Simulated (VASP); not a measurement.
Wanted: the native input for a VASP 6.6.1 run.

```yaml
Task: single point
Functional: PBE
Potentials_or_basis: VASP PAW PBE potentials, release 64 (Si, C)
Cutoff: 520 eV
k_mesh: 10 × 10 × 2
Occupations: gaussian, width 0.05 eV
Spin: no spin polarisation
Dipole_correction: no
Further_INCAR_settings: ALGO = Normal; EDIFF = 1e-06; NBANDS = 36
```

The structure of SiC lies in POSCAR:

```
SiC
1.0
    2.1740000000     -2.1740000000      0.0000000000
    2.1740000000      0.0000000000     -2.1740000000
   12.3191884000      6.8844058000      6.8844058000
Si C
6 6
Direct
    0.6146131933      0.6146131933      0.0624666667
   -0.7464701400     -0.7464701400      0.8958000000
    0.1423965267      0.1423965267      0.2291333333
    0.1979631933      0.1979631933      0.5624666667
   -0.3298201400     -0.3298201400      0.3958000000
   -0.2742534733     -0.2742534733      0.7291333333
    0.3021256933      0.3021256933      0.4374666667
    0.7743423600      0.7743423600      0.2708000000
   -0.1700909733     -0.1700909733      0.6041333333
   -0.1145243067     -0.1145243067      0.9374666667
   -0.6423076400     -0.6423076400      0.7708000000
    0.2465590267      0.2465590267      0.1041333333
```

The input as run:

INCAR

```
SYSTEM = SiC
PREC = Accurate ; ENCUT = 520
EDIFF = 1E-6 ; ISMEAR = 0
SIGMA = 0.05 ; LREAL = .FALSE.
LASPH = .TRUE. ; NELM = 80
ALGO = Normal ; ISIF = 2
LWAVE = .FALSE. ; LCHARG = .FALSE.
GGA = PE ; NBANDS = 36
```

KPOINTS

```
Automatic mesh
0
G
  10 10 2
  0 0 0
```

Potentials or basis: VASP PAW PBE potentials, release 64 (Si, C).

Run with:

```console
$ cat potpaw_PBE.64/Si/POTCAR potpaw_PBE.64/C/POTCAR > POTCAR
$ mpirun -np 1 vasp_std > vasp.out
```

Results of the run:

```yaml
Pressure: 3.6 GPa
Largest_force: 2.059 eV/Å
Band_gap_on_the_k_mesh: 0.66 eV (least direct gap 1.44 eV)
```

Caveat: the cell stands under pressure; forces of over 1 eV/Å act on the atoms, so gaps and moduli don't describe the material at rest.

It took 2.5 min on 1 thread of Intel(R) Xeon(R) Platinum 8488C (Sapphire Rapids), on a shared host, peak memory 0.37 GiB.
